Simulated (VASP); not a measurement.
# Pt: single point with LDA

Pt:

```xyz
1
Lattice="0.0000 2.2928 1.4878 2.2928 0.0000 1.4878 2.2928 2.2928 0.0000" Properties=species:S:1:pos:R:3 pbc="T T T"
Pt    0.0000    0.0000    0.0000
```

This cell differs from its parent crystal: volume 15.643 Å^3 an atom, c/a of the conventional cell 0.6489.

| Property | Result |
| --- | --- |
| Program | VASP 6.6.1 |
| Task | single point |
| Functional | LDA |
| Potentials or basis | VASP PAW LDA potentials, release 64 (Pt) |
| Cutoff | 520 eV |
| k mesh | 22 × 22 × 22 |
| Occupations | gaussian, width 0.15 eV |
| Spin | no spin polarisation |
| Dipole correction | no |
| Further INCAR settings | ALGO = Fast; EDIFF = 1e-07; NBANDS = 11 |

```
Pressure               : -12.1 GPa
Band gap on the k mesh : zero (band 5 reaches 11.27 eV, above the bottom of band 6 at 9.12 eV)
```

Stress tensor (GPa, compression positive):
```
 -9.03   0.00   0.00
  0.00  -9.03   0.00
  0.00   0.00 -18.12
```

Levels at points of the mesh, in eV from the Fermi level:
```tsv
k point	band 3	band 4	band 5	band 6	band 7	band 8
(0.00, 0.00, 0.00)	-3.28	-3.28	-1.63	-0.58	16.50	16.50
(0.50, 0.00, 0.00)	-1.18	-0.26	0.42	1.02	6.62	12.92
(0.50, 0.50, 0.00)	0.42	0.42	0.67	6.78	6.78	9.44
(0.50, 0.00, 0.50)	-1.91	-0.93	-0.15	0.92	5.85	13.92
```

Wall time 81 s on 1 thread of Intel(R) Xeon(R) Platinum 8488C (Sapphire Rapids) (shared host), peak memory 0.24 GiB.

Caveat: spin-orbit coupling is left out, which moves the levels of the heavy elements.
